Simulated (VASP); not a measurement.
# P in VASP: a series of runs

The runs below take P through single point, with PBEsol, LDA.

Everything below comes from runs of VASP 6.6.1. Logs are shortened: lines on timing, memory, paths and dates and some standing lists are left out, and cuts for length are marked.

## (1) The cell of the first run

The cell holds a slab with vacuum, 4 atoms: a = 3.284 Å, b = 34.857 Å, c = 4.632 Å, α = 90.00°, β = 90.00°, γ = 90.00°.

## (2) Single point, PBEsol

File INCAR:

```
SYSTEM = P
  PREC = Accurate
  ENCUT = 520
  EDIFF = 1E-6
  ISMEAR = -1
  SIGMA = 0.05
  LREAL = .FALSE.
  LASPH = .TRUE.
  NELM = 60
  ALGO = Normal
  ISIF = 2
  LWAVE = .FALSE.
  LCHARG = .TRUE.
  GGA = PS
  LELF = .TRUE.
  LVHAR = .TRUE.
  NBANDS = 18
```

File KPOINTS:

```
regular mesh
0
G
  8 1 6
  0 0 0
```

File POSCAR:

```
P
1.0
    3.2837277200      0.0000000000      0.0000000000
    0.0000000000     34.8570309900      0.0000000000
    0.0000000000      0.0000000000      4.6320847100
P
4
Direct
    0.5000000000      0.9702614300      0.9078492800
    0.5000000000      0.0297385700      0.0921507200
    0.0000000000      0.0297385700      0.4078492800
    0.0000000000      0.9702614300      0.5921507200
```

Potentials or basis: VASP PAW PBE potentials, release 64 (P).

The run is started by

```
$ cat potpaw_PBE.64/P/POTCAR > POTCAR
$ mpirun -np 1 vasp_std > vasp.out
```

OUTCAR:

```text
SYSTEM = P
   PREC = Accurate
   ENCUT = 520
   EDIFF = 1E-6
   ISMEAR = -1
   LREAL = .FALSE.
   LASPH = .TRUE.
   NELM = 60
   ISIF = 2
   GGA = PS

 ion  position               nearest neighbor table
   1  0.500  0.970  0.908-   4 2.20   4 2.20   2 2.24
   2  0.500  0.030  0.092-   3 2.20   3 2.20   1 2.24
   3  0.000  0.030  0.408-   2 2.20   2 2.20   4 2.24
   4  0.000  0.970  0.592-   1 2.20   1 2.20   3 2.24

  LATTYP: Found a simple orthorhombic cell.
 ALAT       =     3.2837277200
 B/A-ratio  =     1.4106177811
 C/A-ratio  =    10.6150795566

  Lattice vectors:

 A1 = (  -3.2837277200,   0.0000000000,   0.0000000000)
 A2 = (   0.0000000000,   0.0000000000,   4.6320847100)
 A3 = (   0.0000000000,  34.8570309900,   0.0000000000)

Analysis of symmetry for initial positions (statically):
=====================================================================
 Subroutine PRICEL returns:
 Original cell was already a primitive cell.

 Routine SETGRP: Setting up the symmetry group for a
 simple orthorhombic supercell.

 Subroutine GETGRP returns: Found  8 space group operations
 (whereof  4 operations were pure point group operations)
 out of a pool of  8 trial point group operations.

The static configuration has the point symmetry C_2h.
 The point group associated with its full space group is D_2h.

Analysis of symmetry for dynamics (positions and initial velocities):
=====================================================================
 Subroutine PRICEL returns:
 Original cell was already a primitive cell.

 Routine SETGRP: Setting up the symmetry group for a
 simple orthorhombic supercell.

 Subroutine GETGRP returns: Found  8 space group operations
 (whereof  4 operations were pure point group operations)
 out of a pool of  8 trial point group operations.

The dynamic configuration has the point symmetry C_2h.
 The point group associated with its full space group is D_2h.

 Subroutine INISYM returns: Found  8 space group operations
 (whereof  4 operations are pure point group operations),
 and found     1 'primitive' translations

----------------------------------------------------------------------------------------

                                     Primitive cell

  volume of cell :     530.1930

  direct lattice vectors                    reciprocal lattice vectors
     3.283727720  0.000000000  0.000000000     0.304531948  0.000000000  0.000000000
     0.000000000 34.857030990  0.000000000     0.000000000  0.028688617  0.000000000
     0.000000000  0.000000000  4.632084710     0.000000000  0.000000000  0.215885516

  length of vectors
     3.283727720 34.857030990  4.632084710     0.304531948  0.028688617  0.215885516

  position of ions in fractional coordinates (direct lattice)
     0.500000000  0.970261430  0.907849280
     0.500000000  0.029738570  0.092150720
     0.000000000  0.029738570  0.407849280
     0.000000000  0.970261430  0.592150720

  ion indices of the primitive-cell ions
   primitive index   ion index
                 1           1
                 2           2
                 3           3
                 4           4

----------------------------------------------------------------------------------------

 KPOINTS: regular mesh

Automatic generation of k-mesh.
 Grid dimensions read from file:
 generate k-points for:    8    1    6

 Generating k-lattice:

  Cartesian coordinates                     Fractional coordinates (reciprocal lattice)
     0.038066494  0.000000000  0.000000000     0.125000000  0.000000000  0.000000000
     0.000000000  0.028688617  0.000000000     0.000000000  1.000000000  0.000000000
     0.000000000  0.000000000  0.035980919     0.000000000  0.000000000  0.166666667

  Length of vectors
     0.038066494  0.028688617  0.035980919

  Shift w.r.t. Gamma in fractional coordinates (k-lattice)
     0.000000000  0.000000000  0.000000000

 Subroutine IBZKPT returns following result:
 ===========================================

 Found     20 irreducible k-points:

 Following reciprocal coordinates:
            Coordinates               Weight
  0.000000  0.000000  0.000000      1.000000
  0.125000  0.000000  0.000000      2.000000
  0.250000  0.000000  0.000000      2.000000
  0.375000  0.000000  0.000000      2.000000
  0.500000  0.000000  0.000000      1.000000
  0.000000  0.000000  0.166667      2.000000
[... 12 lines left out ...]
  0.375000  0.000000  0.500000      2.000000
  0.500000  0.000000  0.500000      1.000000
   k-points           NKPTS =     20   k-points in BZ     NKDIM =     20   number of bands    NBANDS=     18
   number of dos      NEDOS =    301   number of ions     NIONS =      4
   total plane-waves  NPLWV = 233280
   dimension x,y,z NGX =    24 NGY =  270 NGZ =   36
   dimension x,y,z NGXF=    48 NGYF=  540 NGZF=   72
   ions per type =               4
   NGX,Y,Z   is equivalent  to a cutoff of  12.15, 12.88, 12.92 a.u.
   NGXF,Y,Z  is equivalent  to a cutoff of  24.30, 25.75, 25.84 a.u.
 SYSTEM =  P
   PREC   = accura    normal or accurate (medium, high low for compatibility)
   ISTART =      0    job   : 0-new  1-cont  2-samecut
   ICHARG =      2    charge: 1-file 2-atom 10-const
   ISPIN  =      1    spin polarized calculation?
   LNONCOLLINEAR =      F non collinear calculations
   LSORBIT =      F    spin-orbit coupling
   LASPH  =      T    aspherical Exc in radial PAW
   ENCUT  =  520.0 eV  38.22 Ry    6.18 a.u.   6.11 64.81  8.61*2*pi/ulx,y,z
   NELM   =     60;   NELMIN=  2; NELMDL= -5     # of ELM steps
   EDIFF  = 0.1E-05   stopping-criterion for ELM
   LREAL  =      F    real-space projection
   EDIFFG = 0.1E-04   stopping-criterion for IOM
   NSW    =      0    number of steps for IOM
   IBRION =     -1    ionic relax: 0-MD 1-quasi-New 2-CG
   NFREE  =      0    steps in history (QN), initial steepest desc. (CG)
   ISIF   =      2    stress and relaxation
   ISYM   =      2    0-nonsym 1-usesym 2-fastsym
   POTIM  = 0.5000    time-step for ionic-motion
   TEBEG  =    0.0;   TEEND  =   0.0 temperature during run
   PSTRESS=    0.0 pullay stress
   NELECT =      20.0000    total number of electrons
   NUPDOWN=      -1.0000    fix difference up-down
   EMIN   =  10.00;   EMAX   =-10.00  energy-range for DOS
   EFERMI =   0.00;   METHOD = LEGACY
   ISMEAR =    -1;   SIGMA  =   0.05  broadening in eV -4-tet -1-fermi 0-gaus
   EFERMI_NEDOS =   21; number of points for ismear=-14 and -15
   IALGO  =     38    algorithm
   IMIX   =      4    mixing-type and parameters
     AMIX     =   0.40;   BMIX     =  1.00
     AMIX_MAG =   1.60;   BMIX_MAG =  1.00
  volume/ion in A,a.u.               =     132.55       894.48
  Fermi-wavevector in a.u.,A,eV,Ry     =   0.549044  1.037542  4.101461  0.301449
  Thomas-Fermi vector in A             =   1.580001
   LORBIT       =      0    0 simple, 1 ext, 2 COOP (PROOUT), +10 PAW based schemes
   GGA     = PS    functional components
   LHFCALC =     F    Hartree Fock is set to
   AEXX    =    0.0000 exact exchange contribution
   IVDW    =     0    specifies the selected vdW correction
   LEPSILON=     F    determine dielectric tensor
   LRPA    =     F    only Hartree local field effects (RPA)
 non-spin polarized calculation
  energy-cutoff  :      520.00
  volume of cell :      530.19
 maximum number of plane-waves:     14344
   NGX = 13   NGY =129   NGZ = 17

 number of electron      20.0000001 magnetization

 Free energy of the ion-electron system (eV)
  ---------------------------------------------------
  ext. energy  EPLUGINS =         0.00000000
  ---------------------------------------------------
  free energy    TOTEN  =       -22.81474809 eV

  energy without entropy =      -22.81473981  energy(sigma->0) =      -22.81474395

 E-fermi :  -2.9901     XC(G=0):  -1.7750

 val. band max:       -3.4543648895   @ k =   0.0000   0.0000   0.0000
 cond. band min:      -2.5581328089   @ k =   0.0000   0.0000   0.0000
 fundamental gap:      0.8962320806
 Fermi energy:        -2.9900878102

 k-point     1 :       0.0000    0.0000    0.0000
  band No.  band energies     occupation
      1     -18.6114      2.00000
      2     -16.1149      2.00000
      3     -12.7367      2.00000
      4      -9.2708      2.00000
      5      -8.1126      2.00000
      6      -8.0917      2.00000
[... 10 lines left out ...]
     17       1.5997      0.00000
     18       1.7419      0.00000

 k-point     2 :       0.1250    0.0000    0.0000
  band No.  band energies     occupation
      1     -18.4229      2.00000
      2     -15.9185      2.00000
      3     -12.8085      2.00000
      4      -9.1300      2.00000
      5      -8.3030      2.00000
      6      -7.9249      2.00000
[... 10 lines left out ...]
     17       1.7454      0.00000
     18       1.8170      0.00000

 k-point     3 :       0.2500    0.0000    0.0000
  band No.  band energies     occupation
      1     -17.8634      2.00000
      2     -15.3318      2.00000
      3     -13.2741      2.00000
      4      -9.5683      2.00000
      5      -8.9952      2.00000
      6      -8.7550      2.00000
[... 10 lines left out ...]
     17       2.0485      0.00000
     18       2.3414      0.00000

 k-point     4 :       0.3750    0.0000    0.0000
  band No.  band energies     occupation
      1     -16.9542      2.00000
      2     -14.3947      2.00000
      3     -14.3637      2.00000
      4     -11.3847      2.00000
      5      -9.0844      2.00000
      6      -8.3887      2.00000
[... 10 lines left out ...]
     17       2.9032      0.00000
     18       2.9817      0.00000

 k-point     5 :       0.5000    0.0000    0.0000
  band No.  band energies     occupation
      1     -15.7495      2.00000
      2     -15.7495      2.00000
      3     -13.0331      2.00000
      4     -13.0331      2.00000
      5      -8.5851      2.00000
      6      -8.5851      2.00000
[... 10 lines left out ...]
     17       3.2353      0.00000
     18       3.2353      0.00000

 k-point     6 :       0.0000    0.0000    0.1667
  band No.  band energies     occupation
      1     -18.4784      2.00000
      2     -16.3134      2.00000
      3     -12.7411      2.00000
      4      -9.9324      2.00000
      5      -7.7678      2.00000
      6      -7.5500      2.00000
[... 10 lines left out ...]
     17       1.7907      0.00000
     18       1.8393      0.00000

 k-point     7 :       0.1250    0.0000    0.1667
  band No.  band energies     occupation
      1     -18.2908      2.00000
      2     -16.1235      2.00000
      3     -12.7654      2.00000
      4      -9.8517      2.00000
      5      -8.1178      2.00000
      6      -7.8338      2.00000
[... 10 lines left out ...]
     17       1.6141      0.00000
     18       2.0032      0.00000

 k-point     8 :       0.2500    0.0000    0.1667
  band No.  band energies     occupation
      1     -17.7346      2.00000
      2     -15.5686      2.00000
      3     -13.0914      2.00000
      4     -10.0819      2.00000
      5      -9.2244      2.00000
      6      -8.5350      2.00000
[... 10 lines left out ...]
     17       2.2873      0.00000
     18       2.3956      0.00000
[... 145 lines left out ...]
     17       2.8574      0.00000
     18       2.8574      0.00000

 k-point    16 :       0.0000    0.0000    0.5000
  band No.  band energies     occupation
      1     -17.5110      2.00000
      2     -17.5110      2.00000
      3     -11.9226      2.00000
      4     -11.9226      2.00000
      5      -6.4034      2.00000
      6      -6.4034      2.00000
[... 10 lines left out ...]
     17       2.3867      0.00000
     18       2.3867      0.00000

 k-point    17 :       0.1250    0.0000    0.5000
  band No.  band energies     occupation
      1     -17.3287      2.00000
      2     -17.3287      2.00000
      3     -11.8465      2.00000
      4     -11.8465      2.00000
      5      -7.4618      2.00000
      6      -7.4618      2.00000
[... 10 lines left out ...]
     17       2.6633      0.00000
     18       2.6633      0.00000

 k-point    18 :       0.2500    0.0000    0.5000
  band No.  band energies     occupation
      1     -16.7958      2.00000
      2     -16.7958      2.00000
      3     -11.8693      2.00000
      4     -11.8693      2.00000
      5      -9.0154      2.00000
      6      -9.0154      2.00000
[... 10 lines left out ...]
     17       2.8946      0.00000
     18       2.8946      0.00000

 k-point    19 :       0.3750    0.0000    0.5000
  band No.  band energies     occupation
      1     -15.9887      2.00000
      2     -15.9887      2.00000
      3     -12.6896      2.00000
      4     -12.6896      2.00000
      5      -9.2021      2.00000
      6      -9.2021      2.00000
[... 10 lines left out ...]
     17       3.1646      0.00000
     18       3.1646      0.00000

 k-point    20 :       0.5000    0.0000    0.5000
  band No.  band energies     occupation
      1     -15.3901      2.00000
      2     -15.3901      2.00000
      3     -13.4478      2.00000
      4     -13.4478      2.00000
      5      -8.5377      2.00000
      6      -8.5377      2.00000
[... 10 lines left out ...]
     17       3.0468      0.00000
     18       3.0468      0.00000

------------------------ aborting loop because EDIFF is reached ----------------------------------------

  FORCE on cell =-STRESS in cart. coord.  units (eV):
  Direction    XX          YY          ZZ          XY          YZ          ZX
  --------------------------------------------------------------------------------------
  -------------------------------------------------------------------------------------
  Total       -0.4671906      0.1698657     -0.1392798      0.0000000     -0.0000000      0.0000000
  in kB       -1.4117918      0.5133131     -0.4208863      0.0000000     -0.0000000      0.0000000
  external PRESSURE =      -0.4397883 kB  Pullay stress =       0.0000000 kB

 VOLUME and BASIS-vectors are now :
 -----------------------------------------------------------------------------
  energy-cutoff  :      520.00
  volume of cell :      530.19
      direct lattice vectors                 reciprocal lattice vectors
     3.283727720  0.000000000  0.000000000     0.304531948  0.000000000  0.000000000
     0.000000000 34.857030990  0.000000000     0.000000000  0.028688617  0.000000000
     0.000000000  0.000000000  4.632084710     0.000000000  0.000000000  0.215885516

 POSITION                                       TOTAL-FORCE (eV/Angst)
 -----------------------------------------------------------------------------------
      1.64186     33.82043      4.20523        -0.000000     -0.044362      0.251586
      1.64186      1.03660      0.42685         0.000000      0.044362     -0.251586
      0.00000      1.03660      1.88919        -0.000000      0.044362      0.251586
      0.00000     33.82043      2.74289         0.000000     -0.044362     -0.251586
 -----------------------------------------------------------------------------------
    total drift:                               -0.000000      0.000000     -0.000000

  FREE ENERGIE OF THE ION-ELECTRON SYSTEM (eV)
  ---------------------------------------------------
  free  energy   TOTEN  =       -22.8147480862 eV

  energy  without entropy=      -22.8147398068  energy(sigma->0) =      -22.81474395
```

Run time: 3.8 min. Hardware: 1 thread of Intel Xeon Platinum 8488C (Sapphire Rapids), shared host; peak memory 0.57 GiB.

What came out:

```yaml
Free_energy: -22.8147 eV
Largest_force: 0.255 eV/Å
Band_gap_on_the_k_mesh: 0.90 eV
```

Forces on the atoms (eV/Å):
```
P    0.000 -0.044  0.252
P    0.000  0.044 -0.252
P    0.000  0.044  0.252
P    0.000 -0.044 -0.252
```

Levels at points of the mesh, in eV from the valence-band top:
| k point | band 7 | band 8 | band 9 | band 10 | band 11 | band 12 | band 13 | band 14 |
| --- | --- | --- | --- | --- | --- | --- | --- | --- |
| (0.00, 0.00, 0.00) | -3.47 | -1.87 | -1.67 | 0.00 | 0.90 | 1.47 | 2.58 | 3.29 |
| (0.50, 0.00, 0.00) | -2.77 | -2.77 | -2.01 | -2.01 | 1.15 | 1.15 | 2.19 | 2.19 |
| (0.00, 0.00, 0.50) | -2.68 | -2.68 | -1.40 | -1.40 | 2.02 | 2.02 | 3.71 | 3.71 |
| (0.50, 0.00, 0.50) | -4.61 | -4.61 | -1.09 | -1.09 | 2.30 | 2.30 | 3.75 | 3.75 |

Caveat: there is no dipole correction, which matters where the two faces differ; the PAW data sets were made with another functional, which shifts forces and pressure a little.

(Continued in part 2 of 2.)
